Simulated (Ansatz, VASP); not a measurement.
# Two plane-wave programs on Si3Sb

```xyz
4
Lattice="4.2088 0.0000 0.0000 0.0000 4.2088 0.0000 0.0000 0.0000 4.2088" Properties=species:S:1:pos:R:3 pbc="T T T"
Si    0.0000    2.1044    2.1044
Si    2.1044    0.0000    2.1044
Si    2.1044    2.1044    0.0000
Sb    0.0000    0.0000    0.0000
```

Alike in both runs: functional PBE; k mesh 12 × 12 × 12; occupations gaussian, width 0.1 eV; no spin polarisation.

Ansatz relaxed the structure, and its values are those at the end. VASP's run is a single point on that final structure, the one shown.

|  | VASP | Ansatz |
| --- | --- | --- |
| version | VASP 6.6.1 | Ansatz 0.2.0 |
| potentials or method | VASP PAW PBE potentials, release 64 (Si, Sb), cutoff 520 eV | scalar-relativistic, plane waves, PAW |
| valence electrons in the cell | 17 | 27 |

```csv
,VASP,Ansatz,Ansatz less VASP
gap on the k mesh at the Fermi level (eV),none,none,-
pressure (GPa),0.0,0.0,0.00
```

A gap of «none» marks a metal or a gap that the smearing closes. VASP's potentials hold 17 valence electrons a cell and Ansatz's 27, so a difference there can come from the potentials and not from the codes.

Spin-orbit coupling is off throughout.
